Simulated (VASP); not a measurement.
Wanted: the native input for a VASP 6.6.1 run.

```yaml
Task: single point
Functional: r2SCAN
Potentials_or_basis: VASP PAW PBE potentials, release 64 (Ti_sv, C, H)
Cutoff: 520 eV
k_mesh: 9 × 9 × 1
Occupations: gaussian, width 0.1 eV
Spin: no spin polarisation
Dipole_correction: yes
Further_INCAR_settings: ALGO = Normal; EDIFF = 1e-06; NBANDS = 46
```

System: Ti4HC5, a slab with vacuum.

```
Ti C H
1.0
     3.06036    0.00000    0.00000
     0.00000    3.06036    0.00000
     0.00000    0.00000   26.59200
Ti C H
4 5 1
Direct
  0.50000 0.50000 0.31965
  0.00000 0.00000 0.40102
  0.50000 0.50000 0.47959
  0.00000 0.00000 0.56075
  0.00000 0.00000 0.31965
  0.50000 0.50000 0.40102
  0.00000 0.00000 0.48265
  0.50000 0.50000 0.58180
  0.00000 0.50000 0.61157
  0.00000 0.50000 0.65233
```

The input as run:

POSCAR

```
Ti4HC5
1.0
    3.0603581490      0.0000000000      0.0000000000
    0.0000000000      3.0603581490      0.0000000000
    0.0000000000      0.0000000000     26.5920000000
Ti C H
4 5 1
Direct
    0.5000000000      0.5000000000      0.3196450060
    0.0000000000      0.0000000000      0.4010228640
    0.5000000000      0.5000000000      0.4795911946
    0.0000000000      0.0000000000      0.5607475817
    0.0000000000      0.0000000000      0.3196450060
    0.5000000000      0.5000000000      0.4010228640
    0.0000000000      0.0000000000      0.4826514708
    0.5000000000      0.5000000000      0.5818010365
    0.0000000000      0.5000000000      0.6115745621
    0.0000000000      0.5000000000      0.6523257039
```

INCAR.step1

```
  PREC = Accurate
  ENCUT = 520
  ISMEAR = 0
  SIGMA = 0.1
  LREAL = F
  LASPH = T
  NELM = 100
  LDIPOL = T
  IDIPOL = 3
  DIPOL = 0.5 0.5 0.481
  NBANDS = 46
  GGA = PE
  ALGO = Normal
  EDIFF = 1E-4
  LWAVE = T
  LCHARG = F
```

INCAR.step2

```
  PREC = Accurate
  ENCUT = 520
  EDIFF = 1E-6
  ISMEAR = 0
  SIGMA = 0.1
  LREAL = F
  LASPH = T
  NELM = 100
  ALGO = Normal
  ISIF = 2
  LWAVE = F
  LCHARG = T
  LDIPOL = T
  IDIPOL = 3
  DIPOL = 0.5 0.5 0.481
  METAGGA = R2SCAN
  LMIXTAU = T
  LELF = T
  LVHAR = T
  LVACPOTAV = T
  NBANDS = 46
  ISTART = 1
```

KPOINTS

```
Automatic mesh
0
Gamma
  9 9 1
```

Potentials or basis: VASP PAW PBE potentials, release 64 (Ti_sv, C, H).

Launch:

```console
$ cat potpaw_PBE.64/Ti_sv/POTCAR potpaw_PBE.64/C/POTCAR potpaw_PBE.64/H/POTCAR > POTCAR
$ cp INCAR.step1 INCAR
$ mpirun -np 1 vasp_std > vasp.out
$ cp INCAR.step2 INCAR
$ mpirun -np 1 vasp_std > vasp.out
```

It gave:

```json
{"Largest force": "1.641 eV/Å", "Band gap on the k mesh": "zero (an odd number of electrons rules out a gap without spin polarisation)"}
```

Caveat: the PAW data sets were made with another functional, which shifts forces and pressure a little.

Wall time 23 min on 1 thread of AMD EPYC 9R45 96-Core Processor (Zen 5), on a shared host, peak memory 0.49 GiB.
